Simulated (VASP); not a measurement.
PtSe2: relaxation of cell and atoms with PBEsol

The system is PtSe2.

```xyz
3
Lattice="3.7240 0.0000 0.0000 -1.8620 3.2251 0.0000 0.0000 0.0000 5.0620" Properties=species:S:1:pos:R:3 pbc="T T T"
Pt    0.0000    0.0000    0.0000
Se    1.8620    1.0750    3.7965
Se    0.0000    2.1501    1.2655
```

* Program: VASP 6.6.1
* Task: relaxation of cell and atoms
* Functional: PBEsol
* Potentials or basis: VASP PAW PBE potentials, release 64 (Pt, Se)
* Cutoff: 600 eV
* k mesh: 8 × 8 × 5
* Occupations: fermi-dirac, width 0.05 eV
* Spin: no spin polarisation
* Dipole correction: no
* Further INCAR settings: ALGO = Normal; EDIFF = 1e-06; IBRION = 2; EDIFFG = -0.01; NSW = 60; ISIF = 3

```yaml
Relaxed_volume: 19.77 Å³/atom
Relaxed_cell: a = 3.759 Å, b = 3.759 Å, c = 4.847 Å, α = 90.00°, β = 90.00°, γ = 120.00°
Space_group_after_relaxing_to_0.1_Å: P-3m1 (No. 164)
Energy_gained_by_relaxing: 7.9 meV/atom
Ionic_steps: 12
Pressure_after_relaxing: 0.0 GPa
Largest_force_after_relaxing: 0.005 eV/Å
Band_gap_on_the_k_mesh: zero (bands 11 and 12 overlap by 0.79 eV)
```

Forces in eV/Å, atoms in the order of the input:
```
Pt   0.000  0.000  0.000
Se   0.000  0.000  0.005
Se   0.000  0.000 -0.005
```

Step by step:
| step | energy change (eV) | largest force (eV/Å) | pressure (GPa) | volume (Å³) |
| --- | --- | --- | --- | --- |
| 1 | 0.0000 | 0.3559 | 2.26 | 60.80 |
| 2 | 0.0157 | 0.2868 | -4.10 | 63.34 |
| 3 | -0.0092 | 0.1003 | -0.31 | 61.74 |
| 4 | -0.0111 | 0.0938 | -0.30 | 61.53 |
| 5 | -0.0164 | 0.0710 | -0.24 | 60.91 |
| 6 | -0.0229 | 0.0019 | 0.04 | 59.67 |
| 7 | -0.0232 | 0.0390 | 0.23 | 59.14 |
| 8 | -0.0233 | 0.0239 | 0.18 | 59.32 |
| 9 | -0.0223 | 0.0868 | -0.98 | 59.61 |
| 10 | -0.0236 | 0.0446 | -0.20 | 59.41 |
| 11 | -0.0232 | 0.0607 | 0.34 | 59.12 |
| 12 | -0.0238 | 0.0052 | -0.01 | 59.30 |

Final structure:
```
CELL_PARAMETERS angstrom
3.75873 0.00000 0.00000
-1.87936 3.25515 0.00000
0.00000 0.00000 4.84697
ATOMIC_POSITIONS crystal
Pt 0.00000 0.00000 0.00000
Se 0.66667 0.33333 0.73733
Se 0.33333 0.66667 0.26267
```

Levels at points of the mesh, in eV from the Fermi level:
```
           k point  band 8  band 9  band 10  band 11  band 12  band 13  band 14  band 15
(0.00, 0.00, 0.00)   -2.52   -1.05    -1.05     0.73     1.11     1.11     3.21     4.02
(0.50, 0.00, 0.00)   -3.75   -3.40    -3.34    -2.97     0.48     2.47     4.91     5.96
```

Run time: 8.1 min on 1 thread of Intel Xeon 8259CL (shared host), peak memory 0.23 GiB.

Caveat: the PAW data sets were made with another functional, which shifts forces and pressure a little; spin-orbit coupling is left out, which moves the levels of the heavy elements.
